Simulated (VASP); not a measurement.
# Na (P6_3/mmc) in VASP: further runs

Na is run at these levels: PBE; tasks: relaxation of cell and atoms.

All numbers are computed with VASP 6.6.1; they aren't measurements. Logs are shortened: lines on timing, memory, paths and dates and some standing lists are left out, and cuts for length are marked.

## 1. The cell of the first run

Symmetry: P6_3/mmc, No. 194, hexagonal system. Conventional cell: a = 3.443 Å, b = 3.443 Å, c = 5.684 Å, α = 90.00°, β = 90.00°, γ = 120.00°. Within 4.5 Å of Na (site symmetry -6m2) lie 12 Na at 3.44 to 3.47 Å.

This isn't the form of Na at room conditions, which is bcc.

## 2. Relaxation of cell and atoms, PBE, target pressure 2.9 GPa, at which the enthalpy is minimised

The input, INCAR:

```
SYSTEM = Na
  ALGO = Normal
  EDIFF = 1E-7
  EDIFFG = -0.005
  ENCUT = 600
  GGA = PE
  IBRION = 2
  ISIF = 3
  ISMEAR = -1
  LASPH = .True.
  LCHARG = .False.
  LREAL = .False.
  LWAVE = .False.
  NELM = 100
  NSW = 32
  PREC = Accurate
  PSTRESS = 29.0
  SIGMA = 0.08
```

The input, KPOINTS:

```
k-points
0
Gamma
  13 13 7
  0 0 0
```

The input, POSCAR:

```
Na
1.0
    3.4425062196      0.0000000000      0.0000000000
   -1.7212531098      2.9812978388      0.0000000000
    0.0000000000      0.0000000000      5.6836572686
Na
2
Direct
    0.3333333333      0.6666666667      0.2500000000
    0.6666666667      0.3333333333      0.7500000000
```

Potentials or basis: VASP PAW PBE potentials, release 64 (Na_pv).

Launch:

```
$ cat potpaw_PBE.64/Na_pv/POTCAR > POTCAR
$ mpirun -np 1 vasp_std > vasp.out
```

OUTCAR:

```text
SYSTEM = Na
   EDIFF = 1E-7
   EDIFFG = -0.005
   ENCUT = 600
   GGA = PE
   IBRION = 2
   ISIF = 3
   ISMEAR = -1
   LASPH = .True.
   LREAL = .False.
   NELM = 100
   NSW = 32
   PREC = Accurate
   PSTRESS = 29.0

 ion  position               nearest neighbor table
   1  0.333  0.667  0.250-
   2  0.667  0.333  0.750-

  LATTYP: Found a hexagonal cell.
 ALAT       =     3.4425062196
 C/A-ratio  =     1.6510230937

  Lattice vectors:

 A1 = (   3.4425062196,   0.0000000000,   0.0000000000)
 A2 = (  -1.7212531098,   2.9812978388,   0.0000000000)
 A3 = (   0.0000000000,   0.0000000000,   5.6836572686)

Analysis of symmetry for initial positions (statically):
=====================================================================
 Subroutine PRICEL returns:
 Original cell was already a primitive cell.

 Routine SETGRP: Setting up the symmetry group for a
 hexagonal supercell.

 Subroutine GETGRP returns: Found 24 space group operations
 (whereof 12 operations were pure point group operations)
 out of a pool of 24 trial point group operations.

The static configuration has the point symmetry D_3d.
 The point group associated with its full space group is D_6h.

Analysis of symmetry for dynamics (positions and initial velocities):
=====================================================================
 Subroutine PRICEL returns:
 Original cell was already a primitive cell.

 Routine SETGRP: Setting up the symmetry group for a
 hexagonal supercell.

 Subroutine GETGRP returns: Found 24 space group operations
 (whereof 12 operations were pure point group operations)
 out of a pool of 24 trial point group operations.

The dynamic configuration has the point symmetry D_3d.
 The point group associated with its full space group is D_6h.

 Subroutine INISYM returns: Found 24 space group operations
 (whereof 12 operations are pure point group operations),
 and found     1 'primitive' translations

----------------------------------------------------------------------------------------

                                     Primitive cell

  volume of cell :      58.3321

  direct lattice vectors                    reciprocal lattice vectors
     3.442506220  0.000000000  0.000000000     0.290486040  0.167712193  0.000000000
    -1.721253110  2.981297839  0.000000000     0.000000000  0.335424387  0.000000000
     0.000000000  0.000000000  5.683657269     0.000000000  0.000000000  0.175943051

  length of vectors
     3.442506220  3.442506220  5.683657269     0.335424387  0.335424387  0.175943051

  position of ions in fractional coordinates (direct lattice)
     0.333333333  0.666666667  0.250000000
     0.666666667  0.333333333  0.750000000

  ion indices of the primitive-cell ions
   primitive index   ion index
                 1           1
                 2           2

----------------------------------------------------------------------------------------

 KPOINTS: k-points

Automatic generation of k-mesh.
 Grid dimensions read from file:
 generate k-points for:   13   13    7

 Generating k-lattice:

  Cartesian coordinates                     Fractional coordinates (reciprocal lattice)
     0.022345080  0.012900938  0.000000000     0.076923077 -0.000000000  0.000000000
     0.000000000  0.025801876  0.000000000     0.000000000  0.076923077  0.000000000
     0.000000000  0.000000000  0.025134722     0.000000000  0.000000000  0.142857143

  Length of vectors
     0.025801876  0.025801876  0.025134722

  Shift w.r.t. Gamma in fractional coordinates (k-lattice)
     0.000000000  0.000000000  0.000000000

 Subroutine IBZKPT returns following result:
 ===========================================

 Found     84 irreducible k-points:

 Following reciprocal coordinates:
            Coordinates               Weight
  0.000000  0.000000  0.000000      1.000000
  0.076923 -0.000000  0.000000      6.000000
  0.153846 -0.000000  0.000000      6.000000
  0.230769  0.000000  0.000000      6.000000
  0.307692 -0.000000  0.000000      6.000000
  0.384615 -0.000000  0.000000      6.000000
[... 16 lines left out ...]
  0.076923 -0.000000  0.142857     12.000000
  0.153846 -0.000000  0.142857     12.000000
 [... further k-points ...]
   k-points           NKPTS =     84   k-points in BZ     NKDIM =     84   number of bands    NBANDS=     11
   number of dos      NEDOS =    301   number of ions     NIONS =      2
   total plane-waves  NPLWV =  37632
   dimension x,y,z NGX =    28 NGY =   28 NGZ =   48
   dimension x,y,z NGXF=    56 NGYF=   56 NGZF=   96
   ions per type =               2
   NGX,Y,Z   is equivalent  to a cutoff of  13.52, 13.52, 14.04 a.u.
   NGXF,Y,Z  is equivalent  to a cutoff of  27.04, 27.04, 28.08 a.u.
 SYSTEM =  Na
   PREC   = accura    normal or accurate (medium, high low for compatibility)
   ISTART =      0    job   : 0-new  1-cont  2-samecut
   ICHARG =      2    charge: 1-file 2-atom 10-const
   ISPIN  =      1    spin polarized calculation?
   LNONCOLLINEAR =      F non collinear calculations
   LSORBIT =      F    spin-orbit coupling
   LASPH  =      T    aspherical Exc in radial PAW
   ENCUT  =  600.0 eV  44.10 Ry    6.64 a.u.   6.88  6.88 11.35*2*pi/ulx,y,z
   NELM   =    100;   NELMIN=  2; NELMDL= -5     # of ELM steps
   EDIFF  = 0.1E-06   stopping-criterion for ELM
   LREAL  =      F    real-space projection
   EDIFFG = -.5E-02   stopping-criterion for IOM
   NSW    =     32    number of steps for IOM
   IBRION =      2    ionic relax: 0-MD 1-quasi-New 2-CG
   NFREE  =      1    steps in history (QN), initial steepest desc. (CG)
   ISIF   =      3    stress and relaxation
   ISYM   =      2    0-nonsym 1-usesym 2-fastsym
   POTIM  = 0.5000    time-step for ionic-motion
   TEBEG  =    0.0;   TEEND  =   0.0 temperature during run
   PSTRESS=   29.0 pullay stress
   NELECT =      14.0000    total number of electrons
   NUPDOWN=      -1.0000    fix difference up-down
   EMIN   =  10.00;   EMAX   =-10.00  energy-range for DOS
   EFERMI =   0.00;   METHOD = LEGACY
   ISMEAR =    -1;   SIGMA  =   0.08  broadening in eV -4-tet -1-fermi 0-gaus
   EFERMI_NEDOS =   21; number of points for ismear=-14 and -15
   IALGO  =     38    algorithm
   IMIX   =      4    mixing-type and parameters
     AMIX     =   0.40;   BMIX     =  1.00
     AMIX_MAG =   1.60;   BMIX_MAG =  1.00
  volume/ion in A,a.u.               =      29.17       196.82
  Fermi-wavevector in a.u.,A,eV,Ry     =   1.017376  1.922562 14.082765  1.035054
  Thomas-Fermi vector in A             =   2.150773
   LORBIT       =      0    0 simple, 1 ext, 2 COOP (PROOUT), +10 PAW based schemes
   GGA     = PE    functional components
   LHFCALC =     F    Hartree Fock is set to
   AEXX    =    0.0000 exact exchange contribution
   IVDW    =     0    specifies the selected vdW correction
   LEPSILON=     F    determine dielectric tensor
   LRPA    =     F    only Hartree local field effects (RPA)
 conjugate gradient relaxation of ions
 non-spin polarized calculation
  energy-cutoff  :      600.00
  volume of cell :       58.33
 maximum number of plane-waves:      1967
 NGX is ok and might be reduce to    28

 number of electron      13.9999989 magnetization

 Free energy of the ion-electron system (eV)
  ---------------------------------------------------
  ext. energy  EPLUGINS =         0.00000000
  ---------------------------------------------------
  free energy    TOTEN  =        -2.51242516 eV

  energy without entropy =       -2.49469541  energy(sigma->0) =       -2.50356029

 E-fermi :   1.1227     XC(G=0):  -7.1632

 val. band max:        1.1032563443   @ k =   0.1538  -0.0000   0.1429
 cond. band min:       1.1844759644   @ k =   0.3846   0.1538   0.0000
 fundamental gap:      0.0812196201
 Fermi energy:         1.1227463533

 k-point     1 :       0.0000    0.0000    0.0000
  band No.  band energies     occupation
      1     -23.7161      2.00000
      2     -23.6478      2.00000
      3     -23.6478      2.00000
      4     -23.6378      2.00000
      5     -23.6378      2.00000
      6     -23.6373      2.00000
      7      -2.7031      2.00000
      8       1.6420      0.00303
      9       2.2678      0.00000
     10      12.6131      0.00000
     11      12.6131      0.00000

 k-point     2 :       0.0769   -0.0000    0.0000
  band No.  band energies     occupation
      1     -23.7145      2.00000
      2     -23.6514      2.00000
      3     -23.6489      2.00000
      4     -23.6415      2.00000
      5     -23.6383      2.00000
      6     -23.6377      2.00000
      7      -2.5984      2.00000
      8       1.7305      0.00100
      9       2.3682      0.00000
     10      10.9228      0.00000
     11      11.9829      0.00000

 k-point     3 :       0.1538   -0.0000    0.0000
  band No.  band energies     occupation
      1     -23.7100      2.00000
      2     -23.6614      2.00000
      3     -23.6519      2.00000
      4     -23.6517      2.00000
      5     -23.6400      2.00000
      6     -23.6393      2.00000
      7      -2.2857      2.00000
      8       1.9966      0.00004
      9       2.6645      0.00000
     10       8.9450      0.00000
     11      11.2290      0.00000
[... 267 lines left out ...]
 k-point    23 :       0.0769   -0.0000    0.1429
  band No.  band energies     occupation
      1     -23.7109      2.00000
      2     -23.6508      2.00000
      3     -23.6484      2.00000
      4     -23.6441      2.00000
      5     -23.6394      2.00000
      6     -23.6389      2.00000
      7      -2.4992      2.00000
      8       0.8177      1.95681
      9       3.4386      0.00000
     10      10.9748      0.00000
     11      12.0533      0.00000

 k-point    24 :       0.1538   -0.0000    0.1429
  band No.  band energies     occupation
      1     -23.7069      2.00000
      2     -23.6606      2.00000
      3     -23.6539      2.00000
      4     -23.6513      2.00000
      5     -23.6411      2.00000
      6     -23.6406      2.00000
      7      -2.1874      2.00000
      8       1.1033      1.12121
      9       3.7126      0.00000
     10       9.0246      0.00000
     11      11.1399      0.00000

 [... further k-points ...]

------------------------ aborting loop because EDIFF is reached ----------------------------------------

  FORCE on cell =-STRESS in cart. coord.  units (eV):
  Direction    XX          YY          ZZ          XY          YZ          ZX
  --------------------------------------------------------------------------------------
  -------------------------------------------------------------------------------------
  Total        1.0584877      1.0584877      1.0533293      0.0000000      0.0000000      0.0000000
  in kB       29.0729052     29.0729052     28.9312200      0.0000000      0.0000000      0.0000000
  external PRESSURE =       0.0256768 kB  Pullay stress =      29.0000000 kB

 VOLUME and BASIS-vectors are now :
 -----------------------------------------------------------------------------
  energy-cutoff  :      600.00
  volume of cell :       58.33
      direct lattice vectors                 reciprocal lattice vectors
     3.442506220  0.000000000  0.000000000     0.290486040  0.167712193  0.000000000
    -1.721253110  2.981297839  0.000000000     0.000000000  0.335424387  0.000000000
     0.000000000  0.000000000  5.683657269     0.000000000  0.000000000  0.175943051

 POSITION                                       TOTAL-FORCE (eV/Angst)
 -----------------------------------------------------------------------------------
     -0.00000      1.98753      1.42091         0.000000     -0.000000      0.000000
      1.72125      0.99377      4.26274        -0.000000      0.000000      0.000000
 -----------------------------------------------------------------------------------
    total drift:                                0.000000     -0.000000      0.000000

  FREE ENERGIE OF THE ION-ELECTRON SYSTEM (eV)
  ---------------------------------------------------
  free  energy   TOTEN  =        -2.5124251624 eV

  energy  without entropy=       -2.4946954120  energy(sigma->0) =       -2.50356029

  enthalpy is  TOTEN    =        -1.4565917633 eV   P V=        1.0558333991

 reached required accuracy - stopping structural energy minimisation
```

It took 23 s on 1 thread of AMD EPYC 9R45 (Zen 5), shared host; peak memory 0.17 GiB.

Results:

```
Free energy             : -2.5124 eV
Pressure after relaxing : 2.9 GPa
Band gap on the k mesh  : zero (bands 7 and 8 overlap by 3.92 eV)
```

Final structure:
```
Na
1.0
     3.44251    0.00000    0.00000
    -1.72125    2.98130    0.00000
     0.00000    0.00000    5.68366
Na
2
Direct
  0.33333 0.66667 0.25000
  0.66667 0.33333 0.75000
```

Levels at points of the mesh, in eV from the Fermi level:
| k point | band 4 | band 5 | band 6 | band 7 | band 8 | band 9 | band 10 | band 11 |
| --- | --- | --- | --- | --- | --- | --- | --- | --- |
| (0.00, 0.00, 0.00) | -24.76 | -24.76 | -24.76 | -3.83 | 0.52 | 1.15 | 11.49 | 11.49 |

Caveat: the cell is relaxed towards a set pressure, so the run minimises the enthalpy, not the energy.

## 3. Relaxation of cell and atoms, PBE, target pressure 2.9 GPa, at which the enthalpy is minimised

This run uses another cell than the first one: it holds 4 atoms, not 2.

The input, INCAR:

```
PREC = Accurate
ENCUT = 600
EDIFF = 1E-7
ISMEAR = -1
SIGMA = 0.08
LREAL = F
LASPH = T
NELM = 80
ALGO = Normal
ISIF = 3
LWAVE = F
LCHARG = F
GGA = PE
IBRION = 2
NSW = 60
EDIFFG = -0.005
PSTRESS = 29.0
```

The input, KPOINTS:

```
Automatic mesh
0
Gamma
  8 8 5
```

The input, POSCAR:

```
Na
1.0
    4.5550852105      0.0000000000      0.0000000000
   -2.2775426053      3.9448195087      0.0000000000
    0.0000000000      0.0000000000      6.4682209990
Na
4
Direct
    0.0000000000      0.0000000000      0.0000000000
    0.0000000000      0.0000000000      0.5000000000
    0.3333333333      0.6666666667      0.2500000000
    0.6666666667      0.3333333333      0.7500000000
```

Potentials or basis: VASP PAW PBE potentials, release 64 (Na_pv).

Launch:

```
$ cat potpaw_PBE.64/Na_pv/POTCAR > POTCAR
$ mpirun -np 1 vasp_std > vasp.out
```

Run time: 10 min. Hardware: 1 thread of AMD EPYC 9R45 (Zen 5), shared host; peak memory 0.25 GiB.

Results (log left out):

```yaml
Free_energy: -4.8890 eV
Relaxed_volume: 28.38 Å³/atom
Relaxed_cell: a = 3.523 Å, b = 3.523 Å, c = 10.563 Å, α = 90.00°, β = 90.00°, γ = 120.00°
Space_group_after_relaxing_to_0.1_Å: P6_3/mmc (No. 194)
Energy_change_on_relaxing_the_run_minimises_the_enthalpy: -165.7 meV/atom
Ionic_steps: 32
Pressure_after_relaxing: 2.9 GPa
Band_gap_on_the_k_mesh: zero (bands 14 and 15 overlap by 3.52 eV)
```

Step by step:
| step | energy change (eV) | largest force (eV/Å) | pressure (GPa) | volume (Å³) |
| --- | --- | --- | --- | --- |
| 1 | 0.0000 | 0.0000 | 4.14 | 116.23 |
| 2 | -0.0978 | 0.0000 | 3.56 | 120.04 |
| 3 | -0.2873 | 0.0000 | 2.36 | 129.67 |
| 4 | -0.2405 | 0.0000 | 2.67 | 126.91 |
| 5 | -0.2453 | 0.0000 | 2.66 | 126.73 |
| 6 | -0.2590 | 0.0000 | 2.66 | 126.08 |
| 7 | -0.2741 | 0.0000 | 2.72 | 124.29 |
| 8 | -0.3129 | 0.0000 | 3.10 | 118.94 |
| 9 | -0.3333 | 0.0000 | 5.65 | 102.50 |
| 10 | 9.9074 | 0.0000 | 32.52 | 57.12 |
| 11 | -0.3131 | 0.0000 | 5.89 | 101.50 |
| 12 | -0.0145 | 0.0000 | 7.84 | 93.84 |
| 13 | -0.2276 | 0.0000 | 6.62 | 98.36 |
| 14 | -0.1777 | 0.0000 | 6.95 | 97.04 |
| 15 | -0.1801 | 0.0000 | 6.93 | 97.08 |
| 16 | -0.1847 | 0.0000 | 6.81 | 97.21 |
| 17 | -0.1901 | 0.0000 | 6.77 | 97.34 |
| 18 | -0.2063 | 0.0000 | 6.65 | 97.72 |
| 19 | -0.2378 | 0.0000 | 6.41 | 98.49 |
| 20 | -0.2978 | 0.0000 | 5.94 | 100.03 |
| 21 | -0.4065 | 0.0000 | 5.07 | 103.17 |
| 22 | -0.5818 | 0.0000 | 3.54 | 109.63 |
| 23 | -0.7856 | 0.0000 | 1.18 | 123.33 |
| 24 | -0.6585 | 0.0000 | 2.79 | 113.43 |
| 25 | -0.6523 | 0.0000 | 2.86 | 113.09 |
| 26 | -0.6533 | 0.0000 | 2.87 | 113.11 |
| 27 | -0.6554 | 0.0000 | 2.94 | 113.14 |
| 28 | -0.6565 | 0.0000 | 3.05 | 113.21 |
| 29 | -0.6565 | 0.0000 | 2.96 | 113.18 |
| 30 | -0.6564 | 0.0000 | 2.97 | 113.18 |
| 31 | -0.6597 | 0.0000 | 2.94 | 113.35 |
| 32 | -0.6629 | 0.0000 | 2.91 | 113.53 |

Final structure:
```cif
data_structure
_symmetry_space_group_name_H-M 'P 1'
_symmetry_Int_Tables_number 1
_cell_length_a 3.5228
_cell_length_b 3.5228
_cell_length_c 10.5630
_cell_angle_alpha 90.000
_cell_angle_beta 90.000
_cell_angle_gamma 120.000
_cell_volume 113.53
loop_
_atom_site_label
_atom_site_type_symbol
_atom_site_fract_x
_atom_site_fract_y
_atom_site_fract_z
_atom_site_occupancy
Na1 Na 0.00000 0.00000 0.00000 1
Na2 Na 0.00000 0.00000 0.50000 1
Na3 Na 0.33333 0.66667 0.25000 1
Na4 Na 0.66667 0.33333 0.75000 1
```

Levels at points of the mesh, in eV from the Fermi level:
| k point | band 10 | band 11 | band 12 | band 13 | band 14 | band 15 | band 16 | band 17 | band 18 |
| --- | --- | --- | --- | --- | --- | --- | --- | --- | --- |
| (0.00, 0.00, 0.00) | -24.72 | -24.72 | -24.71 | -3.84 | -2.45 | -2.45 | 1.17 | 1.85 | 7.61 |
| (0.50, 0.00, 0.00) | -24.73 | -24.73 | -24.72 | 0.11 | 0.23 | 1.17 | 1.32 | 1.70 | 1.84 |

Caveat: the cell is relaxed towards a set pressure, so the run minimises the enthalpy, not the energy; a cell axis changed by over 15 % at a fixed basis, so the end point is rough.

The gap in the log of VASP goes by the Fermi energy; the results here count the filled bands.